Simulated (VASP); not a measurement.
# Mo in VASP: further runs

Runs on Mo. Level: PBE. Tasks: single point.

Program: VASP 6.6.1. These are calculated values, not measurements. Logs are shortened: lines on timing, memory, paths and dates and some standing lists are left out, and cuts for length are marked.

### 1 The cell of the first run

The cell holds a slab with vacuum, 3 atoms: a = 3.160 Å, b = 3.160 Å, c = 15.160 Å, α = 90.00°, β = 90.00°, γ = 90.00°.

### 2 Single point, PBE

Input file INCAR:

```
SYSTEM = Mo
  ALGO = Normal
  EDIFF = 1E-6
  ENCUT = 520
  GGA = PE
  ISIF = 2
  ISMEAR = 1
  LASPH = .TRUE.
  LCHARG = .FALSE.
  LREAL = .FALSE.
  LWAVE = .FALSE.
  NBANDS = 28
  NELM = 60
  PREC = Accurate
  SIGMA = 0.1
```

Input file KPOINTS:

```
k-points
0
G
  16 16 1
  0 0 0
```

Input file POSCAR:

```
Mo
1.0
    3.1600000000      0.0000000000      0.0000000000
    0.0000000000      3.1600000000      0.0000000000
    0.0000000000      0.0000000000     15.1600000000
Mo
3
Direct
    0.0000000000      0.0000000000      0.3957783641
    0.5000000000      0.5000000000      0.5000000000
    0.0000000000      0.0000000000      0.6042216359
```

Potentials or basis: VASP PAW PBE potentials, release 64 (Mo_sv).

The run is started by

```sh
cat potpaw_PBE.64/Mo_sv/POTCAR > POTCAR
mpirun -np 1 vasp_std > vasp.out
```

OUTCAR:

```text
SYSTEM = Mo
   EDIFF = 1E-6
   ENCUT = 520
   GGA = PE
   ISIF = 2
   ISMEAR = 1
   LASPH = .TRUE.
   LREAL = .FALSE.
   NELM = 60
   PREC = Accurate

 ion  position               nearest neighbor table
   1  0.000  0.000  0.396-   2 2.74   2 2.74   2 2.74   2 2.74   3 3.16
   2  0.500  0.500  0.500-   1 2.74   3 2.74   1 2.74   3 2.74   1 2.74   3 2.74   1 2.74   3 2.74

   3  0.000  0.000  0.604-   2 2.74   2 2.74   2 2.74   2 2.74   1 3.16

  LATTYP: Found a simple tetragonal cell.
 ALAT       =     3.1600000000
 C/A-ratio  =     4.7974683544

  Lattice vectors:

 A1 = (   3.1600000000,   0.0000000000,   0.0000000000)
 A2 = (   0.0000000000,   3.1600000000,   0.0000000000)
 A3 = (   0.0000000000,   0.0000000000,  15.1600000000)

Analysis of symmetry for initial positions (statically):
=====================================================================
 Subroutine PRICEL returns:
 Original cell was already a primitive cell.

 Routine SETGRP: Setting up the symmetry group for a
 simple tetragonal supercell.

 Subroutine GETGRP returns: Found 16 space group operations
 (whereof 16 operations were pure point group operations)
 out of a pool of 16 trial point group operations.

The static configuration has the point symmetry D_4h.

Analysis of symmetry for dynamics (positions and initial velocities):
=====================================================================
 Subroutine PRICEL returns:
 Original cell was already a primitive cell.

 Routine SETGRP: Setting up the symmetry group for a
 simple tetragonal supercell.

 Subroutine GETGRP returns: Found 16 space group operations
 (whereof 16 operations were pure point group operations)
 out of a pool of 16 trial point group operations.

The dynamic configuration has the point symmetry D_4h.

 Subroutine INISYM returns: Found 16 space group operations
 (whereof 16 operations are pure point group operations),
 and found     1 'primitive' translations

----------------------------------------------------------------------------------------

                                     Primitive cell

  volume of cell :     151.3817

  direct lattice vectors                    reciprocal lattice vectors
     3.160000000  0.000000000  0.000000000     0.316455696  0.000000000  0.000000000
     0.000000000  3.160000000  0.000000000     0.000000000  0.316455696  0.000000000
     0.000000000  0.000000000 15.160000000     0.000000000  0.000000000  0.065963061

  length of vectors
     3.160000000  3.160000000 15.160000000     0.316455696  0.316455696  0.065963061

  position of ions in fractional coordinates (direct lattice)
     0.000000000  0.000000000  0.395778364
     0.500000000  0.500000000  0.500000000
     0.000000000  0.000000000  0.604221636

  ion indices of the primitive-cell ions
   primitive index   ion index
                 1           1
                 2           2
                 3           3

----------------------------------------------------------------------------------------

 KPOINTS: k-points

Automatic generation of k-mesh.
 Grid dimensions read from file:
 generate k-points for:   16   16    1

 Generating k-lattice:

  Cartesian coordinates                     Fractional coordinates (reciprocal lattice)
     0.019778481  0.000000000  0.000000000     0.062500000  0.000000000  0.000000000
     0.000000000  0.019778481  0.000000000     0.000000000  0.062500000  0.000000000
     0.000000000  0.000000000  0.065963061     0.000000000  0.000000000  1.000000000

  Length of vectors
     0.019778481  0.019778481  0.065963061

  Shift w.r.t. Gamma in fractional coordinates (k-lattice)
     0.000000000  0.000000000  0.000000000

 Subroutine IBZKPT returns following result:
 ===========================================

 Found     45 irreducible k-points:

 Following reciprocal coordinates:
            Coordinates               Weight
  0.000000  0.000000  0.000000      1.000000
  0.062500  0.000000  0.000000      4.000000
  0.125000  0.000000  0.000000      4.000000
  0.187500  0.000000  0.000000      4.000000
  0.250000  0.000000  0.000000      4.000000
  0.312500  0.000000  0.000000      4.000000
[... 16 lines left out ...]
  0.437500  0.125000  0.000000      8.000000
  0.500000  0.125000  0.000000      4.000000
 [... further k-points ...]
   k-points           NKPTS =     45   k-points in BZ     NKDIM =     45   number of bands    NBANDS=     28
   number of dos      NEDOS =    301   number of ions     NIONS =      3
   total plane-waves  NPLWV =  69120
   dimension x,y,z NGX =    24 NGY =   24 NGZ =  120
   dimension x,y,z NGXF=    48 NGYF=   48 NGZF=  240
   ions per type =               3
   NGX,Y,Z   is equivalent  to a cutoff of  12.63, 12.63, 13.16 a.u.
   NGXF,Y,Z  is equivalent  to a cutoff of  25.25, 25.25, 26.32 a.u.
 SYSTEM =  Mo
   PREC   = accura    normal or accurate (medium, high low for compatibility)
   ISTART =      0    job   : 0-new  1-cont  2-samecut
   ICHARG =      2    charge: 1-file 2-atom 10-const
   ISPIN  =      1    spin polarized calculation?
   LNONCOLLINEAR =      F non collinear calculations
   LSORBIT =      F    spin-orbit coupling
   LASPH  =      T    aspherical Exc in radial PAW
   ENCUT  =  520.0 eV  38.22 Ry    6.18 a.u.   5.88  5.88 28.19*2*pi/ulx,y,z
   NELM   =     60;   NELMIN=  2; NELMDL= -5     # of ELM steps
   EDIFF  = 0.1E-05   stopping-criterion for ELM
   LREAL  =      F    real-space projection
   EDIFFG = 0.1E-04   stopping-criterion for IOM
   NSW    =      0    number of steps for IOM
   IBRION =     -1    ionic relax: 0-MD 1-quasi-New 2-CG
   NFREE  =      0    steps in history (QN), initial steepest desc. (CG)
   ISIF   =      2    stress and relaxation
   ISYM   =      2    0-nonsym 1-usesym 2-fastsym
   POTIM  = 0.5000    time-step for ionic-motion
   TEBEG  =    0.0;   TEEND  =   0.0 temperature during run
   PSTRESS=    0.0 pullay stress
   NELECT =      42.0000    total number of electrons
   NUPDOWN=      -1.0000    fix difference up-down
   EMIN   =  10.00;   EMAX   =-10.00  energy-range for DOS
   EFERMI =   0.00;   METHOD = LEGACY
   ISMEAR =     1;   SIGMA  =   0.10  broadening in eV -4-tet -1-fermi 0-gaus
   EFERMI_NEDOS =   21; number of points for ismear=-14 and -15
   IALGO  =     38    algorithm
   IMIX   =      4    mixing-type and parameters
     AMIX     =   0.40;   BMIX     =  1.00
     AMIX_MAG =   1.60;   BMIX_MAG =  1.00
  volume/ion in A,a.u.               =      50.46       340.52
  Fermi-wavevector in a.u.,A,eV,Ry     =   1.067743  2.017742 15.511669  1.140075
  Thomas-Fermi vector in A             =   2.203369
   LORBIT       =      0    0 simple, 1 ext, 2 COOP (PROOUT), +10 PAW based schemes
   GGA     = PE    functional components
   LHFCALC =     F    Hartree Fock is set to
   AEXX    =    0.0000 exact exchange contribution
   IVDW    =     0    specifies the selected vdW correction
   LEPSILON=     F    determine dielectric tensor
   LRPA    =     F    only Hartree local field effects (RPA)
 non-spin polarized calculation
 Methfessel and Paxton  Order N= 1 SIGMA  =   0.10
  energy-cutoff  :      520.00
  volume of cell :      151.38
 maximum number of plane-waves:      4132
 NGX is ok and might be reduce to    24
   NGX = 11   NGY = 11   NGZ = 57

 number of electron      42.0000003 magnetization

 Free energy of the ion-electron system (eV)
  ---------------------------------------------------
  ext. energy  EPLUGINS =         0.00000000
  ---------------------------------------------------
  free energy    TOTEN  =       -28.37215056 eV

  energy without entropy =      -28.37298917  energy(sigma->0) =      -28.37243009

 E-fermi :   1.2153     XC(G=0):  -5.7531

 val. band max:        1.2076875622   @ k =   0.0000   0.0000   0.0000
 cond. band min:       1.2202143664   @ k =   0.4375   0.3125   0.0000
 fundamental gap:      0.0125268041
 Fermi energy:         1.2153492836

 k-point     1 :       0.0000    0.0000    0.0000
  band No.  band energies     occupation
      1     -59.9809      2.00000
      2     -59.7592      2.00000
      3     -59.6597      2.00000
      4     -34.2137      2.00000
      5     -34.1131      2.00000
      6     -34.1131      2.00000
[... 20 lines left out ...]
     27       3.5994      0.00000
     28       3.5994      0.00000

 k-point     2 :       0.0625    0.0000    0.0000
  band No.  band energies     occupation
      1     -59.9774      2.00000
      2     -59.7584      2.00000
      3     -59.6618      2.00000
      4     -34.2155      2.00000
      5     -34.1482      2.00000
      6     -34.1065      2.00000
[... 20 lines left out ...]
     27       3.4406      0.00000
     28       3.7454      0.00000

 k-point     3 :       0.1250    0.0000    0.0000
  band No.  band energies     occupation
      1     -59.9674      2.00000
      2     -59.7563      2.00000
      3     -59.6679      2.00000
      4     -34.2227      2.00000
      5     -34.2163      2.00000
      6     -34.0868      2.00000
[... 20 lines left out ...]
     27       3.0726     -0.00000
     28       3.7174      0.00000

 k-point     4 :       0.1875    0.0000    0.0000
  band No.  band energies     occupation
      1     -59.9514      2.00000
      2     -59.7531      2.00000
      3     -59.6780      2.00000
      4     -34.2898      2.00000
      5     -34.2389      2.00000
      6     -34.0553      2.00000
[... 578 lines left out ...]
     27       3.2675      0.00000
     28       3.8427      0.00000

 k-point    23 :       0.4375    0.1250    0.0000
  band No.  band energies     occupation
      1     -59.8589      2.00000
      2     -59.7410      2.00000
      3     -59.7376      2.00000
      4     -34.4790      2.00000
      5     -34.3252      2.00000
      6     -34.0859      2.00000
[... 20 lines left out ...]
     27       3.2580      0.00000
     28       4.1587      0.00000

 k-point    24 :       0.5000    0.1250    0.0000
  band No.  band energies     occupation
      1     -59.8514      2.00000
      2     -59.7471      2.00000
      3     -59.7369      2.00000
      4     -34.4891      2.00000
      5     -34.3329      2.00000
      6     -34.0856      2.00000
[... 20 lines left out ...]
     27       3.3368      0.00000
     28       4.4262      0.00000

 [... further k-points ...]

------------------------ aborting loop because EDIFF is reached ----------------------------------------

  FORCE on cell =-STRESS in cart. coord.  units (eV):
  Direction    XX          YY          ZZ          XY          YZ          ZX
  --------------------------------------------------------------------------------------
  -------------------------------------------------------------------------------------
  Total       -8.0357147     -8.0357147     -4.2773738      0.0000000      0.0000000      0.0000000
  in kB      -85.0475336    -85.0475336    -45.2704096      0.0000000      0.0000000      0.0000000
  external PRESSURE =     -71.7884923 kB  Pullay stress =       0.0000000 kB

 VOLUME and BASIS-vectors are now :
 -----------------------------------------------------------------------------
  energy-cutoff  :      520.00
  volume of cell :      151.38
      direct lattice vectors                 reciprocal lattice vectors
     3.160000000  0.000000000  0.000000000     0.316455696  0.000000000  0.000000000
     0.000000000  3.160000000  0.000000000     0.000000000  0.316455696  0.000000000
     0.000000000  0.000000000 15.160000000     0.000000000  0.000000000  0.065963061

 POSITION                                       TOTAL-FORCE (eV/Angst)
 -----------------------------------------------------------------------------------
      0.00000      0.00000      6.00000        -0.000000     -0.000000      1.349083
      1.58000      1.58000      7.58000         0.000000      0.000000      0.000000
      0.00000      0.00000      9.16000         0.000000     -0.000000     -1.349083
 -----------------------------------------------------------------------------------
    total drift:                                0.000000      0.000000     -0.000000

  FREE ENERGIE OF THE ION-ELECTRON SYSTEM (eV)
  ---------------------------------------------------
  free  energy   TOTEN  =       -28.3721505587 eV

  energy  without entropy=      -28.3729891652  energy(sigma->0) =      -28.37243009
```

It took 2.3 min on 1 thread of Intel Xeon Platinum 8375C at 2.90GHz (Ice Lake), shared host; peak memory 0.32 GiB.

Results:

```
Free energy            : -28.3722 eV
Largest force          : 1.349 eV/Å
Band gap on the k mesh : zero (bands 21 and 22 overlap by 1.31 eV)
```

Forces on the atoms (eV/Å):
```
Mo   0.000  0.000  1.349
Mo   0.000  0.000  0.000
Mo   0.000  0.000 -1.349
```

Levels at points of the mesh, in eV from the Fermi level:
| k point | band 19 | band 20 | band 21 | band 22 | band 23 | band 24 |
| --- | --- | --- | --- | --- | --- | --- |
| (0.00, 0.00, 0.00) | -1.02 | -0.54 | -0.18 | -0.01 | 0.11 | 0.11 |
| (0.50, 0.00, 0.00) | -1.30 | -1.03 | -0.02 | 0.40 | 0.86 | 0.99 |
| (0.50, 0.50, 0.00) | -1.79 | 1.07 | 1.07 | 1.37 | 1.42 | 2.14 |

### 3 Single point, PBE

Input file INCAR:

```
SYSTEM = Mo
PREC = Accurate
ENCUT = 520
EDIFF = 1E-6
ISMEAR = 1
SIGMA = 0.1
LREAL = .False.
LASPH = .True.
NELM = 60
ALGO = Normal
ISIF = 2
LWAVE = .False.
LCHARG = .False.
GGA = PE
NBANDS = 28
```

Input file KPOINTS:

```
regular mesh
0
Gamma
  16 16 1
  0 0 0
```

Input file POSCAR:

```
Mo
1.0
    3.1600000000      0.0000000000      0.0000000000
    0.0000000000      3.1600000000      0.0000000000
    0.0000000000      0.0000000000     15.1600000000
Mo
3
Direct
    0.0000000000      0.0000000000      0.4045691162
    0.5000000000      0.5000000000      0.5000000000
    0.0000000000      0.0000000000      0.5954308838
```

Potentials or basis: VASP PAW PBE potentials, release 64 (Mo_sv).

The run is started by

```sh
cat potpaw_PBE.64/Mo_sv/POTCAR > POTCAR
mpirun -np 1 vasp_std > vasp.out
```

OUTCAR:

```text
SYSTEM = Mo
   PREC = Accurate
   ENCUT = 520
   EDIFF = 1E-6
   ISMEAR = 1
   LREAL = .False.
   LASPH = .True.
   NELM = 60
   ISIF = 2
   GGA = PE

 ion  position               nearest neighbor table
   1  0.000  0.000  0.405-   2 2.66   2 2.66   2 2.66   2 2.66   3 2.89
   2  0.500  0.500  0.500-   1 2.66   3 2.66   1 2.66   3 2.66   1 2.66   3 2.66   1 2.66   3 2.66

   3  0.000  0.000  0.595-   2 2.66   2 2.66   2 2.66   2 2.66   1 2.89

  LATTYP: Found a simple tetragonal cell.
 ALAT       =     3.1600000000
 C/A-ratio  =     4.7974683544

  Lattice vectors:
[... 936 lines left out ...]

  FORCE on cell =-STRESS in cart. coord.  units (eV):
  Direction    XX          YY          ZZ          XY          YZ          ZX
  --------------------------------------------------------------------------------------
  -------------------------------------------------------------------------------------
  Total       -4.2915404     -4.2915404      0.0387955      0.0000000     -0.0000000      0.0000000
  in kB      -45.4203447    -45.4203447      0.4105997      0.0000000     -0.0000000      0.0000000
  external PRESSURE =     -30.1433633 kB  Pullay stress =       0.0000000 kB

 VOLUME and BASIS-vectors are now :
 -----------------------------------------------------------------------------
  energy-cutoff  :      520.00
  volume of cell :      151.38
      direct lattice vectors                 reciprocal lattice vectors
     3.160000000  0.000000000  0.000000000     0.316455696  0.000000000  0.000000000
     0.000000000  3.160000000  0.000000000     0.000000000  0.316455696  0.000000000
     0.000000000  0.000000000 15.160000000     0.000000000  0.000000000  0.065963061

 POSITION                                       TOTAL-FORCE (eV/Angst)
 -----------------------------------------------------------------------------------
      0.00000      0.00000      6.13327         0.000000     -0.000000     -0.017899
      1.58000      1.58000      7.58000         0.000000     -0.000000      0.000000
      0.00000      0.00000      9.02673        -0.000000      0.000000      0.017899
 -----------------------------------------------------------------------------------
    total drift:                                0.000000      0.000000     -0.000000

  FREE ENERGIE OF THE ION-ELECTRON SYSTEM (eV)
  ---------------------------------------------------
  free  energy   TOTEN  =       -28.5319545635 eV

  energy  without entropy=      -28.5246504911  energy(sigma->0) =      -28.52951987
```

stdout:

```text
POSCAR found type information on POSCAR Mo
 POSCAR found :  1 types and       3 ions
 scaLAPACK will be used
 LDA part: xc-table for (Slater+PW92), standard interpolation
 POSCAR, INCAR and KPOINTS ok, starting setup
 FFT: planning ... GRIDC
 FFT: planning ... GRID_SOFT
 FFT: planning ... GRID
 WAVECAR not read
 entering main loop
```

Run time: 2.2 min. Hardware: 1 thread of Intel Xeon Platinum 8375C at 2.90GHz (Ice Lake), shared host; peak memory 0.32 GiB.

What came out:

* Free energy: -28.5320 eV
* Largest force: 0.018 eV/Å
* Band gap on the k mesh: zero (bands 21 and 22 overlap by 1.34 eV)

Forces in eV/Å, atoms in the order of the input:
```
Mo   0.000  0.000 -0.018
Mo   0.000  0.000  0.000
Mo   0.000  0.000  0.018
```
